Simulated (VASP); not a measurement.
Runs of VASP 6.6.1 on GaN. The structure is cubic, space group F-43m (No. 216). The conventional cell has a = 4.498 Å, b = 4.498 Å, c = 4.498 Å, α = 90.00°, β = 90.00°, γ = 90.00°. Within 2.6 Å of Ga (site symmetry -43m) lie 4 N at 1.95 Å. Within 2.6 Å of N (site symmetry -43m) lie 4 Ga at 1.95 Å. 

```csv
level,potentials or basis,k mesh,grid for exact exchange (PRECFOCK),screening parameter,gap on the mesh (eV),pressure (GPa)
PBE,"VASP PAW PBE potentials, release 64 (Ga_d, N)",6 × 6 × 6,-,-,1.76,6.2
HSE06,"VASP PAW PBE potentials, release 64 (Ga_d, N)",6 × 6 × 6,Normal,0.2079 1/Å,3.02,-0.1
PBE,"VASP PAW PBE potentials, release 64 (Ga_d, N)",8 × 8 × 8,-,-,1.76,6.3
LDA,"VASP PAW LDA potentials, release 64 (Ga_d, N)",6 × 6 × 6,-,-,(b),(c)
r2SCAN,"VASP PAW PBE potentials, release 64 (Ga_d, N)",6 × 6 × 6,-,-,2.16,(a)
```

Alike in all rows: task single point; no spin polarisation; cell as given; cutoff (eV) 520; smearing gaussian 0.01 eV.

**Question.** Fill in the values left out.

**Answer.** (a) 1.1; (b) 1.78; (c) -4.4.

Caveats: the PAW data sets were made with another functional, which shifts forces and pressure a little (some runs).

A k mesh can miss the band edges, and the runs leave out spin-orbit coupling on Ga.
